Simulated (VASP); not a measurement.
Mg3I4F2:

```
Mg I F
1.0
     5.56295    0.00000    0.00000
    -2.78148    4.81766    0.00000
     0.00000    0.00000    9.44683
Mg I F
3 4 2
Direct
  0.50000 0.00000 0.50000
  0.00000 0.50000 0.50000
  0.50000 0.50000 0.50000
  0.33333 0.66667 0.00000
  0.66667 0.33333 0.00000
  0.00000 0.00000 0.83305
  0.00000 0.00000 0.16695
  0.33333 0.66667 0.50000
  0.66667 0.33333 0.50000
```

The cell was built from a structure type or drawn by symmetry, and may not be a known phase.

```yaml
Program: VASP 6.6.1
Task: relaxation of cell and atoms
Functional: PBE
Potentials_or_basis: VASP PAW PBE potentials, release 64 (Mg, I, F)
Cutoff: 600 eV
k_mesh: 6 × 6 × 2
Occupations: gaussian, width 0.1 eV
Spin: no spin polarisation
```

At the start: pressure 18.5 GPa; volume 28.13 Å³/atom.

How do energy, volume and symmetry change on relaxing?

Over 14 steps the energy falls by 1260.5 meV/atom and the volume is 27.74 Å³/atom (-1.4 %); space group P6/mmm (No. 191, to 0.1 Å) before and after.

The path:
```tsv
step	energy change (eV)	largest force (eV/Å)	pressure (GPa)	volume (Å³)
1	0.0000	2.1336	18.54	253.18
2	-6.6260	1.0019	-2.46	385.91
3	-6.7565	1.2769	-0.68	352.40
4	-6.7800	1.2196	-1.25	361.58
5	-6.7789	1.2354	-1.12	359.23
6	-7.1794	1.4000	-1.25	347.17
7	-8.5886	1.8805	-1.63	310.72
8	-11.2555	0.1671	2.24	236.53
9	-11.1136	0.7417	0.15	249.33
10	-11.2737	0.4090	1.57	239.82
11	-11.1120	1.2921	-0.69	257.48
12	-11.3349	0.0766	0.59	246.02
13	-11.3292	0.0684	-0.68	254.30
14	-11.3448	0.0061	0.01	249.63
```

Final structure:
```
CELL_PARAMETERS angstrom
6.83222 0.00000 0.00000
-3.41611 5.91687 0.00000
0.00000 0.00000 6.17503
ATOMIC_POSITIONS crystal
Mg 0.50000 0.00000 0.50000
Mg 0.00000 0.50000 0.50000
Mg 0.50000 0.50000 0.50000
I 0.33333 0.66667 0.00000
I 0.66667 0.33333 0.00000
I 0.00000 0.00000 0.75298
I 0.00000 0.00000 0.24702
F 0.33333 0.66667 0.50000
F 0.66667 0.33333 0.50000
```

Caveat: a cell axis changed by over 15 % at a fixed basis, so the end point is rough.
